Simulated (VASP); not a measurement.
A run of VASP 6.6.1 is set up as follows.

The input INCAR:

```
SYSTEM = Cd
PREC = Accurate ; ENCUT = 500
EDIFF = 1E-6 ; ISMEAR = 0
SIGMA = 0.1 ; LREAL = .False.
LASPH = .True. ; NELM = 120
ALGO = Normal ; ISIF = 2
LWAVE = .False. ; LCHARG = .False.
GGA = B5 ; ALDAX = 1.0
AGGAX = 1.0 ; AGGAC = 1.0
ALDAC = 0.0 ; NBANDS = 19
GGA_COMPAT = .False.
```

KPOINTS

```
regular mesh
0
Gamma
  6 6 4
  0 0 0
```

Contents of POSCAR:

```
Cd
1.0
    3.0372966056      0.0000000000      0.0000000000
   -1.5186483028      2.6303760193      0.0000000000
    0.0000000000      0.0000000000      5.7278279719
Cd
2
Direct
    0.3333333333      0.6666666667      0.2500000000
    0.6666666667      0.3333333333      0.7500000000
```

Potentials or basis: VASP PAW PBE potentials, release 64 (Cd).

Launch:

```bash
$ cat potpaw_PBE.64/Cd/POTCAR > POTCAR
$ mpirun -np 1 vasp_std > vasp.out
```

Problem. Predict the band gap on the k mesh.

Solution. Zero (band 12 reaches 4.17 eV, above the bottom of band 13 at 0.44 eV).

Problem. What does it give for the pressure?

Solution. 5.4 GPa.

Stress tensor (GPa, compression positive):
```
5.21 0.00 0.00
0.00 5.21 0.00
0.00 0.00 5.89
```

Caveat: the k points lie up to 0.40 Å⁻¹ apart; the PAW data sets were made with another functional, which shifts forces and pressure a little.
